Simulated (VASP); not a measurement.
# AlSn (P-6m2) in VASP: settings compared

Aim: see how the results for AlSn move with the level of theory and the settings. Levels: PBE, LDA. Tasks: single point.

Everything below comes from runs of VASP 6.6.1. Logs are shortened: lines on timing, memory, paths and dates and some standing lists are left out, and cuts for length are marked.

## 1. The cell of the first run

Symmetry: P-6m2, No. 187, hexagonal system. Conventional cell: a = 4.198 Å, b = 4.198 Å, c = 3.307 Å, α = 90.00°, β = 90.00°, γ = 120.00°. Al (site symmetry -6m2) has 6 Sn at 2.93 Å and 2 Al at 3.31 Å within 3.9 Å. Sn (site symmetry -6m2) has 6 Al at 2.93 Å and 2 Sn at 3.31 Å within 3.9 Å.

## 2. Single point, PBE

The input, INCAR:

```
PREC = Accurate
ENCUT = 500
EDIFF = 1E-6
ISMEAR = -1
SIGMA = 0.008617333262145177
LREAL = False
LASPH = True
NELM = 120
ALGO = Normal
ISIF = 2
LWAVE = False
LCHARG = False
GGA = PE
NBANDS = 16
GGA_COMPAT = False
```

The input, KPOINTS:

```
regular mesh
0
Gamma
  6 6 4
```

The input, POSCAR:

```
AlSn
1.0
    4.1981056157      0.0000000000      0.0000000000
   -2.0990528078      3.6356661109      0.0000000000
    0.0000000000      0.0000000000      3.3068470000
Al Sn
1 1
Direct
    0.0000000000      0.0000000000      0.0000000000
    0.3333333333      0.6666666667      0.5000000000
```

Potentials or basis: VASP PAW PBE potentials, release 64 (Al, Sn_d).

On the command line:

```bash
cat potpaw_PBE.64/Al/POTCAR potpaw_PBE.64/Sn_d/POTCAR > POTCAR
mpirun -np 1 vasp_std > vasp.out
```

OUTCAR:

```text
PREC = Accurate
   ENCUT = 500
   EDIFF = 1E-6
   ISMEAR = -1
   LREAL = False
   LASPH = True
   NELM = 120
   ISIF = 2
   GGA = PE

 ion  position               nearest neighbor table
   1  0.000  0.000  0.000-   2 2.93   2 2.93   2 2.93   2 2.93   2 2.93   2 2.93
   2  0.333  0.667  0.500-   1 2.93   1 2.93   1 2.93   1 2.93   1 2.93   1 2.93

  LATTYP: Found a hexagonal cell.
 ALAT       =     4.1981056157
 C/A-ratio  =     0.7876998110

  Lattice vectors:

 A1 = (   4.1981056157,   0.0000000000,   0.0000000000)
 A2 = (  -2.0990528078,   3.6356661109,   0.0000000000)
 A3 = (   0.0000000000,   0.0000000000,   3.3068470000)

Analysis of symmetry for initial positions (statically):
=====================================================================
 Subroutine PRICEL returns:
 Original cell was already a primitive cell.

 Routine SETGRP: Setting up the symmetry group for a
 hexagonal supercell.

 Subroutine GETGRP returns: Found 12 space group operations
 (whereof 12 operations were pure point group operations)
 out of a pool of 24 trial point group operations.

The static configuration has the point symmetry D_3h.

Analysis of symmetry for dynamics (positions and initial velocities):
=====================================================================
 Subroutine PRICEL returns:
 Original cell was already a primitive cell.

 Routine SETGRP: Setting up the symmetry group for a
 hexagonal supercell.

 Subroutine GETGRP returns: Found 12 space group operations
 (whereof 12 operations were pure point group operations)
 out of a pool of 24 trial point group operations.

The dynamic configuration has the point symmetry D_3h.

 Subroutine INISYM returns: Found 12 space group operations
 (whereof 12 operations are pure point group operations),
 and found     1 'primitive' translations

----------------------------------------------------------------------------------------

                                     Primitive cell

  volume of cell :      50.4721

  direct lattice vectors                    reciprocal lattice vectors
     4.198105616  0.000000000  0.000000000     0.238202678  0.137526380  0.000000000
    -2.099052808  3.635666111  0.000000000     0.000000000  0.275052760  0.000000000
     0.000000000  0.000000000  3.306847000     0.000000000  0.000000000  0.302402863

  length of vectors
     4.198105616  4.198105616  3.306847000     0.275052760  0.275052760  0.302402863

  position of ions in fractional coordinates (direct lattice)
     0.000000000  0.000000000  0.000000000
     0.333333333  0.666666667  0.500000000

  ion indices of the primitive-cell ions
   primitive index   ion index
                 1           1
                 2           2

----------------------------------------------------------------------------------------

 KPOINTS: regular mesh

Automatic generation of k-mesh.
 Grid dimensions read from file:
 generate k-points for:    6    6    4

 Generating k-lattice:

  Cartesian coordinates                     Fractional coordinates (reciprocal lattice)
     0.039700446  0.022921063  0.000000000     0.166666667  0.000000000  0.000000000
     0.000000000  0.045842127  0.000000000     0.000000000  0.166666667  0.000000000
     0.000000000  0.000000000  0.075600716     0.000000000  0.000000000  0.250000000

  Length of vectors
     0.045842127  0.045842127  0.075600716

  Shift w.r.t. Gamma in fractional coordinates (k-lattice)
     0.000000000  0.000000000  0.000000000

 Subroutine IBZKPT returns following result:
 ===========================================

 Found     21 irreducible k-points:

 Following reciprocal coordinates:
            Coordinates               Weight
  0.000000  0.000000  0.000000      1.000000
  0.166667 -0.000000  0.000000      6.000000
  0.333333 -0.000000  0.000000      6.000000
  0.500000  0.000000  0.000000      3.000000
  0.166667  0.166667  0.000000      6.000000
  0.333333  0.166667  0.000000     12.000000
[... 13 lines left out ...]
  0.333333  0.166667  0.500000     12.000000
  0.333333  0.333333  0.500000      2.000000
   k-points           NKPTS =     21   k-points in BZ     NKDIM =     21   number of bands    NBANDS=     16
   number of dos      NEDOS =    301   number of ions     NIONS =      2
   total plane-waves  NPLWV =  24576
   dimension x,y,z NGX =    32 NGY =   32 NGZ =   24
   dimension x,y,z NGXF=    64 NGYF=   64 NGZF=   48
   ions per type =               1   1
   NGX,Y,Z   is equivalent  to a cutoff of  12.67, 12.67, 12.07 a.u.
   NGXF,Y,Z  is equivalent  to a cutoff of  25.34, 25.34, 24.13 a.u.
 SYSTEM =  unknown system
   PREC   = accura    normal or accurate (medium, high low for compatibility)
   ISTART =      0    job   : 0-new  1-cont  2-samecut
   ICHARG =      2    charge: 1-file 2-atom 10-const
   ISPIN  =      1    spin polarized calculation?
   LNONCOLLINEAR =      F non collinear calculations
   LSORBIT =      F    spin-orbit coupling
   LASPH  =      T    aspherical Exc in radial PAW
   ENCUT  =  500.0 eV  36.75 Ry    6.06 a.u.   7.65  7.65  6.03*2*pi/ulx,y,z
   NELM   =    120;   NELMIN=  2; NELMDL= -5     # of ELM steps
   EDIFF  = 0.1E-05   stopping-criterion for ELM
   LREAL  =      F    real-space projection
   EDIFFG = 0.1E-04   stopping-criterion for IOM
   NSW    =      0    number of steps for IOM
   IBRION =     -1    ionic relax: 0-MD 1-quasi-New 2-CG
   NFREE  =      0    steps in history (QN), initial steepest desc. (CG)
   ISIF   =      2    stress and relaxation
   ISYM   =      2    0-nonsym 1-usesym 2-fastsym
   POTIM  = 0.5000    time-step for ionic-motion
   TEBEG  =    0.0;   TEEND  =   0.0 temperature during run
   PSTRESS=    0.0 pullay stress
   NELECT =      17.0000    total number of electrons
   NUPDOWN=      -1.0000    fix difference up-down
   EMIN   =  10.00;   EMAX   =-10.00  energy-range for DOS
   EFERMI =   0.00;   METHOD = LEGACY
   ISMEAR =    -1;   SIGMA  =   0.01  broadening in eV -4-tet -1-fermi 0-gaus
   EFERMI_NEDOS =   21; number of points for ismear=-14 and -15
   IALGO  =     38    algorithm
   IMIX   =      4    mixing-type and parameters
     AMIX     =   0.40;   BMIX     =  1.00
     AMIX_MAG =   1.60;   BMIX_MAG =  1.00
  volume/ion in A,a.u.               =      25.24       170.30
  Fermi-wavevector in a.u.,A,eV,Ry     =   1.139044  2.152482 17.652500  1.297422
  Thomas-Fermi vector in A             =   2.275748
   LORBIT       =      0    0 simple, 1 ext, 2 COOP (PROOUT), +10 PAW based schemes
   GGA     = PE    functional components
   LHFCALC =     F    Hartree Fock is set to
   AEXX    =    0.0000 exact exchange contribution
   IVDW    =     0    specifies the selected vdW correction
   LEPSILON=     F    determine dielectric tensor
   LRPA    =     F    only Hartree local field effects (RPA)
 non-spin polarized calculation
  energy-cutoff  :      500.00
  volume of cell :       50.47
 maximum number of plane-waves:      1308
 NGX is ok and might be reduce to    32
   NGX = 15   NGY = 15   NGZ = 13

 number of electron      16.9999993 magnetization

 Free energy of the ion-electron system (eV)
  ---------------------------------------------------
  ext. energy  EPLUGINS =         0.00000000
  ---------------------------------------------------
  free energy    TOTEN  =        -7.17272333 eV

  energy without entropy =       -7.17207076  energy(sigma->0) =       -7.17239705

 E-fermi :   6.2285     XC(G=0):  -9.5540

 val. band max:        6.2238582501   @ k =   0.0000   0.0000   0.0000
 cond. band min:       6.2300059532   @ k =   0.1667   0.1667   0.5000
 fundamental gap:      0.0061477031
 Fermi energy:         6.2284932623

 k-point     1 :       0.0000    0.0000    0.0000
  band No.  band energies     occupation
      1     -14.8751      2.00000
      2     -14.8129      2.00000
      3     -14.8129      2.00000
      4     -14.7614      2.00000
      5     -14.7614      2.00000
      6      -4.0055      2.00000
[... 8 lines left out ...]
     15      18.0290      0.00000
     16      19.2341      0.00000

 k-point     2 :       0.1667   -0.0000    0.0000
  band No.  band energies     occupation
      1     -14.8730      2.00000
      2     -14.8135      2.00000
      3     -14.8080      2.00000
      4     -14.7629      2.00000
      5     -14.7618      2.00000
      6      -3.7188      2.00000
[... 8 lines left out ...]
     15      16.2384      0.00000
     16      18.5791      0.00000

 k-point     3 :       0.3333   -0.0000    0.0000
  band No.  band energies     occupation
      1     -14.8692      2.00000
      2     -14.8143      2.00000
      3     -14.7980      2.00000
      4     -14.7661      2.00000
      5     -14.7626      2.00000
      6      -2.9133      2.00000
[... 8 lines left out ...]
     15      16.0142      0.00000
     16      18.2772      0.00000

 k-point     4 :       0.5000    0.0000    0.0000
  band No.  band energies     occupation
      1     -14.8675      2.00000
      2     -14.8146      2.00000
      3     -14.7931      2.00000
      4     -14.7677      2.00000
      5     -14.7631      2.00000
      6      -2.1680      2.00000
[... 8 lines left out ...]
     15      16.4919      0.00000
     16      16.9758      0.00000
[... 267 lines left out ...]
 k-point    19 :       0.1667    0.1667    0.5000
  band No.  band energies     occupation
      1     -14.8334      2.00000
      2     -14.8281      2.00000
      3     -14.8044      2.00000
      4     -14.7947      2.00000
      5     -14.6921      2.00000
      6      -0.1947      2.00000
[... 8 lines left out ...]
     15      14.0254      0.00000
     16      17.1668      0.00000

 k-point    20 :       0.3333    0.1667    0.5000
  band No.  band energies     occupation
      1     -14.8373      2.00000
      2     -14.8302      2.00000
      3     -14.8032      2.00000
      4     -14.7897      2.00000
      5     -14.6876      2.00000
      6       0.6476      2.00000
[... 8 lines left out ...]
     15      16.1977      0.00000
     16      19.4881      0.00000

 k-point    21 :       0.3333    0.3333    0.5000
  band No.  band energies     occupation
      1     -14.8362      2.00000
      2     -14.8334      2.00000
      3     -14.7975      2.00000
      4     -14.7929      2.00000
      5     -14.6865      2.00000
      6       1.0745      2.00000
[... 8 lines left out ...]
     15      16.4422      0.00000
     16      16.5358      0.00000

------------------------ aborting loop because EDIFF is reached ----------------------------------------

  FORCE on cell =-STRESS in cart. coord.  units (eV):
  Direction    XX          YY          ZZ          XY          YZ          ZX
  --------------------------------------------------------------------------------------
  -------------------------------------------------------------------------------------
  Total       -0.7659874     -0.7659874      2.5684957     -0.0000000      0.0000000      0.0000000
  in kB      -24.3153641    -24.3153641     81.5338548     -0.0000000      0.0000000      0.0000000
  external PRESSURE =      10.9677089 kB  Pullay stress =       0.0000000 kB

 VOLUME and BASIS-vectors are now :
 -----------------------------------------------------------------------------
  energy-cutoff  :      500.00
  volume of cell :       50.47
      direct lattice vectors                 reciprocal lattice vectors
     4.198105616  0.000000000  0.000000000     0.238202678  0.137526380  0.000000000
    -2.099052808  3.635666111  0.000000000     0.000000000  0.275052760  0.000000000
     0.000000000  0.000000000  3.306847000     0.000000000  0.000000000  0.302402863

 POSITION                                       TOTAL-FORCE (eV/Angst)
 -----------------------------------------------------------------------------------
      0.00000      0.00000      0.00000        -0.000000      0.000000      0.000000
     -0.00000      2.42378      1.65342         0.000000      0.000000      0.000000
 -----------------------------------------------------------------------------------
    total drift:                                0.000000     -0.000000     -0.000000

  FREE ENERGIE OF THE ION-ELECTRON SYSTEM (eV)
  ---------------------------------------------------
  free  energy   TOTEN  =        -7.1727233303 eV

  energy  without entropy=       -7.1720707633  energy(sigma->0) =       -7.17239705
```

Wall time 20 s (1 thread of Intel Xeon Platinum 8375C at 2.90GHz (Ice Lake), shared host); peak memory 0.16 GiB.

Results:

```
Free energy : -7.1727 eV
Pressure    : 1.1 GPa
```

Levels at points of the mesh, in eV from the Fermi level:
```tsv
k point	band 5	band 6	band 7	band 8	band 9	band 10	band 11	band 12
(0.00, 0.00, 0.00)	-20.99	-10.23	0.00	0.00	0.91	2.82	3.33	3.33
(0.50, 0.00, 0.00)	-20.99	-8.40	-6.13	-1.62	0.79	4.65	6.70	7.35
(0.00, 0.00, 0.50)	-20.93	-7.22	-5.98	2.92	2.92	3.80	3.80	3.97
(0.50, 0.00, 0.50)	-20.92	-5.51	-3.98	-2.98	-2.12	1.39	2.60	3.93
```

Caveat: the k points lie up to 0.48 Å⁻¹ apart; spin-orbit coupling is left out, which moves the levels of the heavy elements.

## 3. Single point, LDA

The input, INCAR:

```
  ALGO = Normal
  EDIFF = 1E-6
  ENCUT = 500
  GGA = CA
  GGA_COMPAT = F
  ISIF = 2
  ISMEAR = 0
  LASPH = T
  LCHARG = T
  LELF = T
  LREAL = F
  LVHAR = T
  LWAVE = F
  NBANDS = 16
  NELM = 120
  PREC = Accurate
  SIGMA = 0.1
```

The input, KPOINTS:

```
k-points
0
Gamma
  6 6 4
```

POSCAR is that of step 2.

Potentials or basis: VASP PAW LDA potentials, release 64 (Al, Sn_d).

On the command line:

```bash
cat potpaw_LDA.64/Al/POTCAR potpaw_LDA.64/Sn_d/POTCAR > POTCAR
mpirun -np 1 vasp_std > vasp.out
```

Run time: 10 s. Hardware: 1 thread of Intel Xeon Platinum 8375C at 2.90GHz (Ice Lake), shared host; peak memory 0.14 GiB.

Results (log left out):

```yaml
Free_energy: -8.2768 eV
Pressure: -2.2 GPa
```

Stress tensor (GPa, compression positive):
```
-5.50  0.00  0.00
 0.00 -5.50  0.00
 0.00  0.00  4.54
```

Levels at points of the mesh, in eV from the Fermi level:
```tsv
k point	band 4	band 5	band 6	band 7	band 8	band 9	band 10	band 11	band 12	band 13
(0.00, 0.00, 0.00)	-20.90	-20.90	-10.25	0.00	0.00	0.82	2.78	3.36	3.36	5.43
(0.50, 0.00, 0.00)	-20.91	-20.90	-8.44	-6.11	-1.61	0.78	4.59	6.66	7.37	8.12
(0.00, 0.00, 0.50)	-20.95	-20.84	-7.27	-5.96	2.86	2.86	3.82	3.82	3.92	4.31
(0.50, 0.00, 0.50)	-20.93	-20.83	-5.60	-3.96	-2.96	-2.10	1.36	2.65	3.92	4.14
```

Caveat: the k points lie up to 0.48 Å⁻¹ apart; spin-orbit coupling is left out, which moves the levels of the heavy elements.

## 4. Single point, PBE

The input, INCAR:

```
PREC = Accurate
ENCUT = 500
EDIFF = 1E-6
ISMEAR = -1
SIGMA = 0.08617333262145177
LREAL = F
LASPH = T
NELM = 120
ALGO = Normal
ISIF = 2
LWAVE = F
LCHARG = F
GGA = PE
NBANDS = 16
GGA_COMPAT = F
```

The input, KPOINTS:

```
regular mesh
0
Gamma
  6 6 4
```

POSCAR is that of step 3.

Potentials or basis: VASP PAW PBE potentials, release 64 (Al, Sn_d).

On the command line:

```bash
cat potpaw_PBE.64/Al/POTCAR potpaw_PBE.64/Sn_d/POTCAR > POTCAR
mpirun -np 1 vasp_std > vasp.out
```

Run time: 15 s. Hardware: 1 thread of Intel Xeon Platinum 8375C at 2.90GHz (Ice Lake), shared host; peak memory 0.16 GiB.

It converged, with:

* Free energy: -7.1824 eV
* Pressure: 1.0 GPa

Stress tensor (GPa, compression positive):
```
-2.21  0.00  0.00
 0.00 -2.21  0.00
 0.00  0.00  7.53
```

Levels at points of the mesh, in eV from the Fermi level:
| k point | band 4 | band 5 | band 6 | band 7 | band 8 | band 9 | band 10 | band 11 | band 12 | band 13 |
| --- | --- | --- | --- | --- | --- | --- | --- | --- | --- | --- |
| (0.00, 0.00, 0.00) | -21.02 | -21.02 | -10.25 | -0.03 | -0.03 | 0.89 | 2.80 | 3.31 | 3.31 | 5.37 |
| (0.50, 0.00, 0.00) | -21.02 | -21.02 | -8.42 | -6.15 | -1.64 | 0.78 | 4.63 | 6.68 | 7.33 | 8.16 |
| (0.00, 0.00, 0.50) | -21.06 | -20.96 | -7.24 | -6.00 | 2.90 | 2.90 | 3.78 | 3.78 | 3.95 | 4.39 |
| (0.50, 0.00, 0.50) | -21.04 | -20.94 | -5.54 | -4.00 | -2.99 | -2.14 | 1.37 | 2.58 | 3.91 | 4.14 |

Caveat: the k points lie up to 0.48 Å⁻¹ apart; spin-orbit coupling is left out, which moves the levels of the heavy elements.

## 5. Single point, PBE

Edit INCAR of step 4 so:

```diff
@@ -3,4 +3,4 @@
 EDIFF = 1E-6
-ISMEAR = -1
-SIGMA = 0.08617333262145177
+ISMEAR = -4
+SIGMA = 0.1
 LREAL = F
```

The input, KPOINTS:

```
Automatic mesh
0
Gamma
  6 6 4
```

POSCAR is that of step 4.

On the command line:

```bash
cat potpaw_PBE.64/Al/POTCAR potpaw_PBE.64/Sn_d/POTCAR > POTCAR
mpirun -np 1 vasp_std > vasp.out
```

Wall time 18 s (1 thread of Intel Xeon Platinum 8375C at 2.90GHz (Ice Lake), shared host); peak memory 0.17 GiB.

The run converged. Its results:

```yaml
Free_energy: -6.8787 eV
Pressure: 2.1 GPa
```

Stress tensor (GPa, compression positive):
```
0.47 0.00 0.00
0.00 0.47 0.00
0.00 0.00 5.27
```

Levels at points of the mesh, in eV from the Fermi level:
```csv
k point,band 4,band 5,band 6,band 7,band 8,band 9,band 10,band 11,band 12,band 13
"(0.00, 0.00, 0.00)",-21.24,-21.24,-10.48,-0.25,-0.25,0.67,2.58,3.08,3.08,5.14
"(0.50, 0.00, 0.00)",-21.24,-21.24,-8.65,-6.37,-1.87,0.55,4.41,6.46,7.11,7.93
"(0.00, 0.00, 0.50)",-21.27,-21.18,-7.46,-6.23,2.68,2.68,3.56,3.56,3.74,4.16
"(0.50, 0.00, 0.50)",-21.25,-21.17,-5.76,-4.23,-3.21,-2.37,1.15,2.35,3.67,3.92
```

Caveat: the k points lie up to 0.48 Å⁻¹ apart; spin-orbit coupling is left out, which moves the levels of the heavy elements.

## 6. Overview

| level | potentials or basis | smearing | gap on the mesh (eV) | pressure (GPa) |
| --- | --- | --- | --- | --- |
| PBE | VASP PAW PBE potentials, release 64 (Al, Sn_d) | fermi-dirac 0.00861733 eV | none | 1.1 |
| LDA | VASP PAW LDA potentials, release 64 (Al, Sn_d) | gaussian 0.1 eV | none | -2.2 |
| PBE | VASP PAW PBE potentials, release 64 (Al, Sn_d) | fermi-dirac 0.0861733 eV | none | 1.0 |
| PBE | VASP PAW PBE potentials, release 64 (Al, Sn_d) | tetrahedron | none | 2.1 |

Alike in all rows: task single point; no spin polarisation; cell as given; k mesh 6 × 6 × 4; cutoff (eV) 500.

Caveats: all runs use coarse meshes; spin-orbit coupling is left out, which moves the levels of the heavy elements.

Total energies depend on the potentials used, so only differences within one code and one set of settings carry meaning.
